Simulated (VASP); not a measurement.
# ZnS (F-43m) in VASP: notebook, part 2 of 2

VASP 6.6.1. Earlier steps stand in the parts before.

### Step 3. Single point, PBE (volume scaled by 1.10)

File INCAR:

```
SYSTEM = ZnS
PREC     = Accurate       ! precision mode
ENCUT    = 520            ! plane-wave cutoff, eV
EDIFF    = 1E-7           ! SCF threshold, eV
ISMEAR   = 0              ! smearing method
SIGMA    = 0.02           ! smearing width, eV
LREAL    = .FALSE.        ! projectors in reciprocal space
LASPH    = .TRUE.         ! aspherical terms in the spheres
NELM     = 100            ! most SCF steps
ALGO     = Normal         ! electronic algorithm
ISIF     = 2              ! what is computed and relaxed
LWAVE    = .FALSE.        ! write WAVECAR
LCHARG   = .TRUE.         ! write CHGCAR
GGA      = PE             ! functional
LELF     = .TRUE.         ! ELF
LVHAR    = .TRUE.       
NBANDS   = 16             ! bands
```

File KPOINTS:

```
regular mesh
0
G
  10 10 10
  0 0 0
```

File POSCAR:

```
ZnS
1.0
    0.0000000000      2.8093307498      2.8093307498
    2.8093307498      0.0000000000      2.8093307498
    2.8093307498      2.8093307498      0.0000000000
Zn S
1 1
Direct
    0.2500000000      0.2500000000      0.2500000000
    0.0000000000      0.0000000000      0.0000000000
```

Potentials or basis: VASP PAW PBE potentials, release 64 (Zn, S).

Launch:

```sh
cat potpaw_PBE.64/Zn/POTCAR potpaw_PBE.64/S/POTCAR > POTCAR
mpirun -np 1 vasp_std > vasp.out
```

Run time: 39 s. Hardware: 1 thread of Intel Xeon Platinum 8375C at 2.90GHz (Ice Lake), shared host; peak memory 0.18 GiB.

The run converged. Its results:

- Free energy: -6.7833 eV
- Pressure: -5.2 GPa
- Band gap on the k mesh: 1.62 eV, direct

Levels at points of the mesh, in eV from the valence-band top:
| k point | band 7 | band 8 | band 9 | band 10 | band 11 | band 12 |
| --- | --- | --- | --- | --- | --- | --- |
| (0.00, 0.00, 0.00) | 0.00 | 0.00 | 0.00 | 1.62 | 6.44 | 6.44 |
| (0.50, 0.00, 0.00) | -4.57 | -0.71 | -0.71 | 3.06 | 6.96 | 6.96 |
| (0.50, 0.50, 0.00) | -4.11 | -1.83 | -1.83 | 3.65 | 4.02 | 10.22 |

Caveat: the cell differs from its parent crystal (volume scaled by 1.10).

### Step 4. Single point, PBE, collinear spin, zero start

This run uses another cell than the first one, of 19.55 Å³/atom, 0.915 times its volume.

File INCAR:

```
SYSTEM = ZnS
ALGO = Normal
EDIFF = 1E-6
ENCUT = 520
GGA = PE
ISIF = 2
ISMEAR = 0
ISPIN = 2
LASPH = .TRUE.
LCHARG = .FALSE.
LORBIT = 11
LREAL = .FALSE.
LWAVE = .FALSE.
MAGMOM = 0 0
NBANDS = 20
NELM = 150
PREC = Accurate
SIGMA = 0.02
```

File KPOINTS:

```
k-points
0
G
  10 10 10
  0 0 0
```

File POSCAR:

```
ZnS
1.0
    0.0000000000      2.6939894410      2.6939894410
    2.6939894410      0.0000000000      2.6939894410
    2.6939894410      2.6939894410      0.0000000000
Zn S
1 1
Direct
    0.2500000000      0.2500000000      0.2500000000
    0.0000000000      0.0000000000      0.0000000000
```

Potentials or basis: VASP PAW PBE potentials, release 64 (Zn, S).

Launch:

```sh
cat potpaw_PBE.64/Zn/POTCAR potpaw_PBE.64/S/POTCAR > POTCAR
mpirun -np 1 vasp_std > vasp.out
```

OUTCAR:

```text
SYSTEM = ZnS
   EDIFF = 1E-6
   ENCUT = 520
   GGA = PE
   ISIF = 2
   ISMEAR = 0
   ISPIN = 2
   LASPH = .TRUE.
   LORBIT = 11
   LREAL = .FALSE.
   NELM = 150
   PREC = Accurate

 ion  position               nearest neighbor table
   1  0.250  0.250  0.250-   2 2.33   2 2.33   2 2.33   2 2.33
   2  0.000  0.000  0.000-   1 2.33   1 2.33   1 2.33   1 2.33

  LATTYP: Found a face centered cubic cell.
 ALAT       =     5.3879788820

  Lattice vectors:

 A1 = (   0.0000000000,   2.6939894410,   2.6939894410)
 A2 = (   2.6939894410,   0.0000000000,   2.6939894410)
 A3 = (   2.6939894410,   2.6939894410,   0.0000000000)
[... 1319 lines left out ...]

 VOLUME and BASIS-vectors are now :
 -----------------------------------------------------------------------------
  energy-cutoff  :      520.00
  volume of cell :       39.10
      direct lattice vectors                 reciprocal lattice vectors
     0.000000000  2.693989441  2.693989441    -0.185598352  0.185598352  0.185598352
     2.693989441  0.000000000  2.693989441     0.185598352 -0.185598352  0.185598352
     2.693989441  2.693989441  0.000000000     0.185598352  0.185598352 -0.185598352

 POSITION                                       TOTAL-FORCE (eV/Angst)
 -----------------------------------------------------------------------------------
      1.34699      1.34699      1.34699         0.000000      0.000000      0.000000
      0.00000      0.00000      0.00000        -0.000000     -0.000000     -0.000000
 -----------------------------------------------------------------------------------
    total drift:                               -0.000001     -0.000001     -0.000001

  FREE ENERGIE OF THE ION-ELECTRON SYSTEM (eV)
  ---------------------------------------------------
  free  energy   TOTEN  =        -6.8426762644 eV

  energy  without entropy=       -6.8426762644  energy(sigma->0) =       -6.84267626

 total charge

# of ion       s       p       d       tot
------------------------------------------
    1        0.522   0.484   9.801  10.807
    2        1.315   2.442   0.000   3.757
--------------------------------------------------
tot          1.837   2.926   9.801  14.563

 magnetization (x)

# of ion       s       p       d       tot
------------------------------------------
    1       -0.000   0.000  -0.000  -0.000
    2        0.000  -0.000   0.000   0.000
--------------------------------------------------
tot          0.000   0.000  -0.000  -0.000
```

stdout:

```text
POSCAR found type information on POSCAR ZnS
 POSCAR found :  2 types and       2 ions
 scaLAPACK will be used
 LDA part: xc-table for (Slater+PW92), standard interpolation
 POSCAR, INCAR and KPOINTS ok, starting setup
 FFT: planning ... GRIDC
 FFT: planning ... GRID_SOFT
 FFT: planning ... GRID
 WAVECAR not read
 entering main loop
```

It took 61 s on 1 thread of Intel Xeon Platinum 8375C at 2.90GHz (Ice Lake), shared host; peak memory 0.2 GiB.

Results:

* Free energy: -6.8427 eV
* Pressure: 2.5 GPa
* Band gap on the k mesh: 2.15 eV, direct
* Net moment: 0.00 μB per cell
* Valence electrons inside the program's atomic spheres: Zn 10.81; S 3.76

Levels at points of the mesh, in eV from the valence-band top:
Spin up:
| k point | band 7 | band 8 | band 9 | band 10 | band 11 | band 12 |
| --- | --- | --- | --- | --- | --- | --- |
| (0.00, 0.00, 0.00) | 0.00 | 0.00 | 0.00 | 2.15 | 6.39 | 6.39 |
| (0.50, 0.00, 0.00) | -5.35 | -0.88 | -0.88 | 3.33 | 6.92 | 6.92 |
| (0.50, 0.50, 0.00) | -4.59 | -2.25 | -2.25 | 3.39 | 4.07 | 11.04 |
Spin down:
| k point | band 6 | band 7 | band 8 | band 9 | band 10 | band 11 | band 12 | band 13 |
| --- | --- | --- | --- | --- | --- | --- | --- | --- |
| (0.00, 0.00, 0.00) | -5.87 | 0.00 | 0.00 | 0.00 | 2.15 | 6.39 | 6.39 | 6.39 |
| (0.50, 0.00, 0.00) | -5.66 | -5.35 | -0.88 | -0.88 | 3.33 | 6.92 | 6.92 | 8.91 |
| (0.50, 0.50, 0.00) | -5.65 | -4.59 | -2.25 | -2.25 | 3.39 | 4.07 | 11.04 | 12.03 |

### Step 5. Summary

| spin | cell | gap on the mesh (eV) | pressure (GPa) |
| --- | --- | --- | --- |
| off | a = 3.924 Å, angles 60.0°, 2 atoms | 1.77 | -3.4 |
| off | a = 3.973 Å, angles 60.0°, 2 atoms | 1.62 | -5.2 |
| collinear, zero start | a = 3.810 Å, angles 60.0°, 2 atoms | 2.15 | 2.5 |

Alike in all rows: task single point; level PBE; potentials or basis VASP PAW PBE potentials, release 64 (Zn, S); k mesh 10 × 10 × 10; cutoff (eV) 520; smearing gaussian 0.02 eV.

Total energies depend on the potentials used, so only differences within one code and one set of settings carry meaning.

### Step 6. Comparison with measurements

Step 4. Measured gap of ZnS: 3.85 eV (direct; 19 K; quoted in “Electronic, vibrational, and thermodynamic properties of ZnS (zincblende and rocksalt structure)”, 2009, arxiv:0911.5022). This calculation gives 2.15 eV (-1.70 eV). The value is that of PBE, without temperature or zero-point motion. Semilocal functionals fall short of measured gaps as a rule.
